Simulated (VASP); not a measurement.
Write the native input for VASP 6.6.1 that does the following.

| Item | Value |
| --- | --- |
| Task | single point |
| Functional | PBE |
| Potentials or basis | VASP PAW PBE potentials, release 64 (Hf_pv, C) |
| Cutoff | 520 eV |
| k mesh | 18 × 18 × 8 |
| Occupations | gaussian, width 0.1 eV |
| Spin | no spin polarisation |
| Dipole correction | no |
| Further INCAR settings | ALGO = Normal; EDIFF = 1e-07; NBANDS = 22 |

The structure of HfC lies in POSCAR:

```
HfC
1.0
    3.3303446625      0.0000000000      0.0000000000
   -1.6651723313      2.8841630811      0.0000000000
    0.0000000000      0.0000000000      5.2258485933
Hf C
2 2
Direct
    0.6666666667      0.3333333333      0.7500000000
    0.3333333333      0.6666666667      0.2500000000
    0.0000000000      0.0000000000      0.0000000000
    0.0000000000      0.0000000000      0.5000000000
```

The input as run:

INCAR

```
SYSTEM = HfC
PREC     = Accurate       ! precision mode
ENCUT    = 520            ! plane-wave cutoff, eV
EDIFF    = 1E-7           ! SCF threshold, eV
ISMEAR   = 0              ! smearing method
SIGMA    = 0.1            ! smearing width, eV
LREAL    = .False.        ! projectors in reciprocal space
LASPH    = .True.         ! aspherical terms in the spheres
NELM     = 80             ! most SCF steps
ALGO     = Normal         ! electronic algorithm
ISIF     = 2              ! what is computed and relaxed
LWAVE    = .False.        ! write WAVECAR
LCHARG   = .False.        ! write CHGCAR
GGA      = PE             ! functional
NBANDS   = 22             ! bands
```

KPOINTS

```
regular mesh
0
Gamma
  18 18 8
  0 0 0
```

Potentials or basis: VASP PAW PBE potentials, release 64 (Hf_pv, C).

Run with:

```console
$ cat potpaw_PBE.64/Hf_pv/POTCAR potpaw_PBE.64/C/POTCAR > POTCAR
$ mpirun -np 1 vasp_std > vasp.out
```

Results of the run:

```
Pressure               : -0.7 GPa
Band gap on the k mesh : zero (bands 14 and 15 overlap by 1.47 eV)
```

Caveat: spin-orbit coupling is left out, which moves the levels of the heavy elements.

Run time: 3.3 min on 1 thread of Intel(R) Xeon(R) Platinum 8259CL CPU @ 2.50GHz (Skylake/Cascade Lake), on a shared host, peak memory 0.31 GiB.
